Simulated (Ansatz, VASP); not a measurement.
# One calculation of BaTe, two programs

INCAR

```
SYSTEM = BaTe
PREC = Accurate ; ENCUT = 520
EDIFF = 1E-7 ; ISMEAR = 0
SIGMA = 0.05 ; LREAL = .False.
LASPH = .True. ; NELM = 80
ALGO = Normal ; ISIF = 2
LWAVE = .False. ; LCHARG = .True.
GGA = CA ; LELF = .True.
LVHAR = .True. ; NBANDS = 15
```

KPOINTS

```
regular mesh
0
Gamma
  8 8 8
  0 0 0
```

Contents of POSCAR:

```
BaTe
1.0
    0.0000000000      3.4100000000      3.4100000000
    3.4100000000      0.0000000000      3.4100000000
    3.4100000000      3.4100000000      0.0000000000
Ba Te
1 1
Direct
    0.0000000000      0.0000000000      0.0000000000
    0.4788361338      0.4788361338      0.4788361338
```

Input for Ansatz:

```yaml
crystal:
  lattice:
    - [0.0, 3.41, 3.41]
    - [3.41, 0.0, 3.41]
    - [3.41, 3.41, 0.0]
  atoms:
    - { symbol: Ba, position: [0.0, 0.0, 0.0] }
    - { symbol: Te, position: [0.4788361338, 0.4788361338, 0.4788361338] }
basis:
  ecutwfc: 420
kpoints:
  mp_grid: { grid: [8, 8, 8] }
hamiltonian:
  xc: lda
scf:
  occupations: { method: gaussian, width: 0.05 }
output:
  forces: true
  stress: true
  eigenvalues: true
```

Change from the starting cell: all Te atoms moved -0.250 Å, as atom 2 along Cartesian [1 1 1].

Alike in both runs: task single point; functional LDA; k mesh 8 × 8 × 8; occupations gaussian, width 0.05 eV; no spin polarisation.

```csv
,VASP,Ansatz
version,VASP 6.6.1,Ansatz 0.2.0
potentials or method,"VASP PAW LDA potentials, release 64 (Ba_sv, Te), cutoff 520 eV","scalar-relativistic, plane waves, PAW"
valence electrons in the cell,16,26
```

```csv
,VASP,Ansatz,Ansatz less VASP
gap on the k mesh at the Fermi level (eV),1.50,1.59,+0.090
least direct gap on the mesh (eV),1.79,1.85,+0.059
pressure (GPa),1.8,1.3,-0.52
"traceless stress, the component that is largest in VASP (GPa)",-0.24,-0.23,+0.016
rms of the force components (eV/Å),0.406,0.383,-0.0227
```

LDA's correlation is that of Perdew and Zunger in VASP and of Perdew and Wang (1992) in Ansatz. Atom by atom the forces differ by 0.023 eV/Å (rms over components). VASP's potentials hold 16 valence electrons a cell and Ansatz's 26, so a difference there can come from the potentials and not from the codes.

Neither program's run includes spin-orbit coupling.
